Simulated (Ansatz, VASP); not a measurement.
## Hf3Br in VASP and in Ansatz

```
CELL_PARAMETERS angstrom
3.28770 0.00000 0.00000
0.00000 3.28770 0.00000
0.00000 0.00000 9.31467
ATOMIC_POSITIONS crystal
Hf 0.50000 0.50000 0.78289
Hf 0.50000 0.50000 0.21711
Hf 0.00000 0.00000 0.00000
Br 0.50000 0.50000 0.50000
```

Alike in both runs: functional PBE; k mesh 6 × 6 × 2; occupations gaussian, width 0.1 eV; no spin polarisation.

Ansatz relaxed the structure, and its values are those at the end. VASP's run is a single point on that final structure, the one shown.

```csv
,VASP,Ansatz
version,VASP 6.6.1,Ansatz 0.2.0
potentials or method,"VASP PAW PBE potentials, release 64 (Hf_pv, Br), cutoff 520 eV","scalar-relativistic, plane waves, PAW"
valence electrons in the cell,37,85
```

|  | VASP | Ansatz | Ansatz less VASP |
| --- | --- | --- | --- |
| gap on the k mesh at the Fermi level (eV) | none | none | - |
| pressure (GPa) | -0.4 | 0.0 | +0.36 |
| rms of the force components (eV/Å) | 0.004 | 0.000 | -0.0038 |

A gap of «none» marks a metal or a gap that the smearing closes. VASP's potentials hold 37 valence electrons a cell and Ansatz's 85, so a difference there can come from the potentials and not from the codes.

Neither program's run includes spin-orbit coupling.
